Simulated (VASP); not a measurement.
# Fe (Fm-3m) in VASP: further runs, part 2 of 2

VASP 6.6.1.

**3. Single point, revPBE, collinear spin, ferromagnetic start**

This run uses another cell than the first one, of 12.35 Å³/atom, 0.893 times its volume.

Contents of INCAR:

```
SYSTEM = Fe
PREC = Accurate
ENCUT = 520
EDIFF = 1E-7
ISMEAR = -1
SIGMA = 0.05
LREAL = .False.
LASPH = .True.
NELM = 150
ALGO = Normal
ISIF = 2
LWAVE = .False.
LCHARG = .False.
ISPIN = 2
MAGMOM = 2.694
LORBIT = 11
LMAXMIX = 4
GGA = RE
NBANDS = 14
```

Contents of KPOINTS:

```
regular mesh
0
Gamma
  24 24 24
  0 0 0
```

Contents of POSCAR:

```
Fe
1.0
    0.0000000000      1.8346689333      1.8346689333
    1.8346689333      0.0000000000      1.8346689333
    1.8346689333      1.8346689333      0.0000000000
Fe
1
Direct
    0.0000000000      0.0000000000      0.0000000000
```

Potentials or basis: VASP PAW PBE potentials, release 64 (Fe).

Launch:

```sh
> cat potpaw_PBE.64/Fe/POTCAR > POTCAR
> mpirun -np 1 vasp_std > vasp.out
```

OUTCAR:

```text
SYSTEM = Fe
   PREC = Accurate
   ENCUT = 520
   EDIFF = 1E-7
   ISMEAR = -1
   LREAL = .False.
   LASPH = .True.
   NELM = 150
   ISIF = 2
   ISPIN = 2
   LORBIT = 11
   GGA = RE

 ion  position               nearest neighbor table
   1  0.000  0.000  0.000-

  LATTYP: Found a face centered cubic cell.
 ALAT       =     3.6693378666

  Lattice vectors:

 A1 = (   0.0000000000,   1.8346689333,   1.8346689333)
 A2 = (   1.8346689333,   0.0000000000,   1.8346689333)
 A3 = (   1.8346689333,   1.8346689333,   0.0000000000)

Analysis of symmetry for initial positions (statically):
=====================================================================
 Subroutine PRICEL returns:
 Original cell was already a primitive cell.

 Routine SETGRP: Setting up the symmetry group for a
 face centered cubic supercell.

 Subroutine GETGRP returns: Found 48 space group operations
[... 9 lines left out ...]

 Routine SETGRP: Setting up the symmetry group for a
 face centered cubic supercell.

 Subroutine GETGRP returns: Found 48 space group operations
 (whereof 48 operations were pure point group operations)
 out of a pool of 48 trial point group operations.

The dynamic configuration has the point symmetry O_h .

Analysis of structural, dynamic, and magnetic symmetry:
=====================================================================
 Subroutine PRICEL returns:
 Original cell was already a primitive cell.

 Routine SETGRP: Setting up the symmetry group for a
 face centered cubic supercell.

 Subroutine GETGRP returns: Found 48 space group operations
 (whereof 48 operations were pure point group operations)
 out of a pool of 48 trial point group operations.

The overall configuration has the point symmetry O_h .

 Subroutine INISYM returns: Found 48 space group operations
[... 5 lines left out ...]
                                     Primitive cell

  volume of cell :      12.3510

  direct lattice vectors                    reciprocal lattice vectors
     0.000000000  1.834668933  1.834668933    -0.272528733  0.272528733  0.272528733
     1.834668933  0.000000000  1.834668933     0.272528733 -0.272528733  0.272528733
     1.834668933  1.834668933  0.000000000     0.272528733  0.272528733 -0.272528733

  length of vectors
     2.594613688  2.594613688  2.594613688     0.472033612  0.472033612  0.472033612

  position of ions in fractional coordinates (direct lattice)
     0.000000000  0.000000000  0.000000000

  ion indices of the primitive-cell ions
   primitive index   ion index
                 1           1

----------------------------------------------------------------------------------------

 KPOINTS: regular mesh

Automatic generation of k-mesh.
 Grid dimensions read from file:
 generate k-points for:   24   24   24

 Generating k-lattice:

  Cartesian coordinates                     Fractional coordinates (reciprocal lattice)
    -0.011355364  0.011355364  0.011355364     0.041666667  0.000000000  0.000000000
     0.011355364 -0.011355364  0.011355364     0.000000000  0.041666667  0.000000000
     0.011355364  0.011355364 -0.011355364     0.000000000  0.000000000  0.041666667

  Length of vectors
     0.019668067  0.019668067  0.019668067

  Shift w.r.t. Gamma in fractional coordinates (k-lattice)
     0.000000000  0.000000000  0.000000000

 Subroutine IBZKPT returns following result:
 ===========================================
[... 53 lines left out ...]
   NFREE  =      0    steps in history (QN), initial steepest desc. (CG)
   ISIF   =      2    stress and relaxation
   ISYM   =      2    0-nonsym 1-usesym 2-fastsym
   POTIM  = 0.5000    time-step for ionic-motion
   TEBEG  =    0.0;   TEEND  =   0.0 temperature during run
   PSTRESS=    0.0 pullay stress
   NELECT =       8.0000    total number of electrons
   NUPDOWN=      -1.0000    fix difference up-down
   EMIN   =  10.00;   EMAX   =-10.00  energy-range for DOS
   EFERMI =   0.00;   METHOD = LEGACY
   ISMEAR =    -1;   SIGMA  =   0.05  broadening in eV -4-tet -1-fermi 0-gaus
   EFERMI_NEDOS =   21; number of points for ismear=-14 and -15
   IALGO  =     38    algorithm
   IMIX   =      4    mixing-type and parameters
     AMIX     =   0.40;   BMIX     =  1.00
     AMIX_MAG =   1.60;   BMIX_MAG =  1.00
  volume/ion in A,a.u.               =      12.35        83.35
  Fermi-wavevector in a.u.,A,eV,Ry     =   1.416458  2.676718 27.298104  2.006354
  Thomas-Fermi vector in A             =   2.537791
   LORBIT       =     11    0 simple, 1 ext, 2 COOP (PROOUT), +10 PAW based schemes
   GGA     = RE    functional components
   LHFCALC =     F    Hartree Fock is set to
   AEXX    =    0.0000 exact exchange contribution
   IVDW    =     0    specifies the selected vdW correction
   LEPSILON=     F    determine dielectric tensor
   LRPA    =     F    only Hartree local field effects (RPA)
 spin polarized calculation
  energy-cutoff  :      520.00
  volume of cell :       12.35
 maximum number of plane-waves:       343
   NGX =  9   NGY =  9   NGZ =  9

 number of electron       8.0000004 magnetization       2.6306939

 Free energy of the ion-electron system (eV)
  ---------------------------------------------------
  ext. energy  EPLUGINS =         0.00000000
  ---------------------------------------------------
  free energy    TOTEN  =        -7.72874116 eV

  energy without entropy =       -7.71935431  energy(sigma->0) =       -7.72404774

 E-fermi :   5.3920     XC(G=0): -12.5688

 val. band max:        5.3919750234   @ k =  -0.4167   0.0417   0.0000
 cond. band min:       5.3921942197   @ k =  -0.4583   0.0417   0.0000
 fundamental gap:      0.0002191964
 Fermi energy:         5.3920450226

 spin component 1

 k-point     1 :       0.0000    0.0000    0.0000
  band No.  band energies     occupation
      1      -2.8656      1.00000
      2       2.8929      1.00000
      3       2.8929      1.00000
      4       2.8929      1.00000
      5       3.8074      1.00000
      6       3.8074      1.00000
      7      26.8899      0.00000
      8      30.7584      0.00000
      9      30.7584      0.00000
     10      30.7584      0.00000
     11      33.4466      0.00000
     12      33.4466      0.00000
     13      33.4466      0.00000
     14      36.1207      0.00000
[... 379 lines left out ...]
      3       2.7832      1.00000
      4       4.1800      1.00000
      5       4.6784      1.00000
      6       5.2446      0.95024
      7      11.7873      0.00000
      8      25.3911      0.00000
      9      27.5133      0.00000
     10      28.2053      0.00000
     11      31.2375      0.00000
     12      31.7488      0.00000
     13      37.0961      0.00000
     14      45.5824      0.00000

 [... further k-points ...]

 spin component 2

 k-point     1 :       0.0000    0.0000    0.0000
  band No.  band energies     occupation
      1      -2.6731      1.00000
      2       5.3384      0.74521
      3       5.3385      0.74493
      4       5.3385      0.74491
      5       6.9108      0.00000
      6       6.9109      0.00000
      7      26.4184      0.00000
      8      31.1074      0.00000
      9      31.1074      0.00000
     10      31.1074      0.00000
     11      34.1253      0.00000
     12      34.1253      0.00000
     13      34.1253      0.00000
     14      35.4099      0.00000
[... 379 lines left out ...]
      3       5.3856      0.53226
      4       5.4336      0.30326
      5       7.6396      0.00000
      6       7.6735      0.00000
      7      13.3168      0.00000
      8      25.0385      0.00000
      9      28.2081      0.00000
     10      28.8907      0.00000
     11      31.8052      0.00000
     12      32.3516      0.00000
     13      37.6212      0.00000
     14      46.4143      0.00000

 [... further k-points ...]

------------------------ aborting loop because EDIFF is reached ----------------------------------------

  FORCE on cell =-STRESS in cart. coord.  units (eV):
  Direction    XX          YY          ZZ          XY          YZ          ZX
  --------------------------------------------------------------------------------------
  -------------------------------------------------------------------------------------
  Total       -0.0226824     -0.0226824     -0.0226824     -0.0000000     -0.0000000      0.0000000
  in kB       -2.9423594     -2.9423594     -2.9423594     -0.0000000     -0.0000000      0.0000000
  external PRESSURE =      -2.9423594 kB  Pullay stress =       0.0000000 kB

 VOLUME and BASIS-vectors are now :
 -----------------------------------------------------------------------------
  energy-cutoff  :      520.00
  volume of cell :       12.35
      direct lattice vectors                 reciprocal lattice vectors
     0.000000000  1.834668933  1.834668933    -0.272528733  0.272528733  0.272528733
     1.834668933  0.000000000  1.834668933     0.272528733 -0.272528733  0.272528733
     1.834668933  1.834668933  0.000000000     0.272528733  0.272528733 -0.272528733

 POSITION                                       TOTAL-FORCE (eV/Angst)
 -----------------------------------------------------------------------------------
      0.00000      0.00000      0.00000         0.000000      0.000000      0.000000
 -----------------------------------------------------------------------------------
    total drift:                                0.000000      0.000000      0.000000

  FREE ENERGIE OF THE ION-ELECTRON SYSTEM (eV)
  ---------------------------------------------------
  free  energy   TOTEN  =        -7.7287411626 eV

  energy  without entropy=       -7.7193543107  energy(sigma->0) =       -7.72404774

 total charge

# of ion       s       p       d       tot
------------------------------------------
    1        0.462   0.481   6.159   7.102

 magnetization (x)

# of ion       s       p       d       tot
------------------------------------------
    1       -0.017  -0.056   2.710   2.637
```

stdout:

```text
POSCAR found type information on POSCAR Fe
 POSCAR found :  1 types and       1 ions
 scaLAPACK will be used
 -----------------------------------------------------------------------------
|                                                                             |
|                                                                             |
|     You enforced a specific xc type in the INCAR file but a different       |
|     I HOPE YOU KNOW WHAT YOU ARE DOING!                                     |
|                                                                             |
 -----------------------------------------------------------------------------

 LDA part: xc-table for (Slater+PW92), standard interpolation
 POSCAR, INCAR and KPOINTS ok, starting setup
 FFT: planning ... GRIDC
 FFT: planning ... GRID_SOFT
 FFT: planning ... GRID
 WAVECAR not read
 entering main loop
```

Wall time 2 min (1 thread of Intel Xeon Platinum 8488C (Sapphire Rapids), shared host); peak memory 0.22 GiB.

Results:

```
Free energy                                           : -7.7287 eV
Pressure                                              : -0.3 GPa
Net moment                                            : 2.63 μB per cell
Site moments                                          : Fe +2.64 μB
Valence electrons inside the program's atomic spheres : Fe 7.10
```

Caveat: the PAW data sets were made with another functional, which shifts forces and pressure a little.
